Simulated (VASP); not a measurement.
Crystal: SnTe (rock salt type).

```
Sn Te
1.0
     0.00000    3.20500    3.20500
     3.20500    0.00000    3.20500
     3.20500    3.20500    0.00000
Sn Te
1 1
Direct
  0.00000 0.00000 0.00000
  0.50000 0.50000 0.50000
```

Base run:

- Program: VASP 6.6.1
- Functional: PBE
- Potentials or basis: VASP PAW PBE potentials, release 64 (Sn_d, Te)
- Cutoff: 520 eV
- k mesh: 6 × 6 × 6
- Occupations: fermi-dirac, width 0.02 eV
- Spin: no spin polarisation

Its results: band gap on the k mesh 0.05 eV, direct; pressure 0.0 GPa.

**Question.** The run is repeated on the same cell with these changes: functional from PBE to r2SCAN. What comes out?

**Answer.** Band gap on the k mesh 0.19 eV, direct; pressure -0.6 GPa.

r2SCAN gives the wider gap, since meta-GGAs in the generalised Kohn-Sham scheme recover part of the derivative discontinuity.

Caveats: spin-orbit coupling is left out, which moves the levels of the heavy elements; the PAW data sets were made with another functional, which shifts forces and pressure a little (some runs).

A k mesh can miss the band edges.
